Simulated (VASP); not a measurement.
## HfN: single point with PBE

The system is HfN.

```
Hf N
1.0
     0.00000    2.18836    2.40720
     2.18836    0.00000    2.40720
     2.18836    2.18836    0.00000
Hf N
1 1
Direct
  0.00000 0.00000 0.00000
  0.50000 0.50000 0.50000
```

This cell differs from its parent crystal: ratio of the length along z to the lengths across it x 1.1, volume and fractional coordinates fixed.

```
Program             : VASP 6.6.1
Task                : single point
Functional          : PBE
Potentials or basis : VASP PAW PBE potentials, release 64 (Hf_pv, N)
Cutoff              : 520 eV
k mesh              : 20 × 20 × 20
Occupations         : gaussian, width 0.15 eV
Spin                : no spin polarisation
```

| Property | Result |
| --- | --- |
| Pressure | 8.7 GPa |
| Band gap on the k mesh | zero (an odd number of electrons rules out a gap without spin polarisation) |

Stress tensor (GPa, compression positive):
```
 22.75   0.00   0.00
  0.00  22.75   0.00
  0.00   0.00 -19.36
```

Levels at points of the mesh, in eV from the Fermi level:
| k point | band 6 | band 7 | band 8 | band 9 | band 10 | band 11 |
| --- | --- | --- | --- | --- | --- | --- |
| (0.00, 0.00, 0.00) | -2.91 | -2.91 | -1.04 | -0.12 | 0.05 | 0.05 |
| (0.50, 0.00, 0.00) | -6.34 | -6.24 | 3.30 | 3.50 | 4.15 | 4.29 |
| (0.50, 0.50, 0.00) | -3.68 | -3.43 | -3.43 | 4.13 | 5.42 | 5.42 |
| (0.50, 0.00, 0.50) | -4.01 | -3.86 | -3.63 | 3.41 | 4.69 | 6.24 |

Wall time 4.8 min on 1 thread of AMD EPYC 7R13 (shared host), peak memory 0.29 GiB.

Caveat: the stress differs along the axes, from -19 to 23 GPa; spin-orbit coupling is left out, which moves the levels of the heavy elements.
